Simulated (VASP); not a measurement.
Input of a VASP 6.6.1 run:

Contents of INCAR:

```
PREC = Accurate ; ENCUT = 520
EDIFF = 1E-6 ; ISMEAR = -1
SIGMA = 0.1 ; LREAL = F
LASPH = T ; NELM = 60
ALGO = Normal ; ISIF = 2
LWAVE = F ; LCHARG = T
GGA = PE ; LELF = T
LVHAR = T ; NBANDS = 22
```

Contents of KPOINTS:

```
Automatic mesh
0
Gamma
  7 7 7
```

The input POSCAR:

```
B
1.0
    3.6644066792      0.0000000000      0.0000000000
    0.0000000000      3.6644066792      0.0000000000
    0.0000000000      0.0000000000      3.6644066792
B
8
Direct
    0.0000000000      1.0000000000      1.0000000000
    0.5000000000      0.5000000000      0.5000000000
    0.2500000000      0.0000000000      0.5000000000
    0.7500000000      1.0000000000      0.5000000000
    0.5000000000      0.2500000000      0.0000000000
    0.5000000000      0.7500000000      0.0000000000
    0.0000000000      0.5000000000      0.2500000000
    1.0000000000      0.5000000000      0.7500000000
```

Potentials or basis: VASP PAW PBE potentials, release 64 (B).

The run is started by

```bash
$ cat potpaw_PBE.64/B/POTCAR > POTCAR
$ mpirun -np 1 vasp_std > vasp.out
```

(1) Predict the pressure.

(2) Estimate the band gap on the k mesh.

## Answers

(1) -0.1 GPa.

(2) zero (band 12 reaches 13.23 eV, above the bottom of band 13 at 9.42 eV).
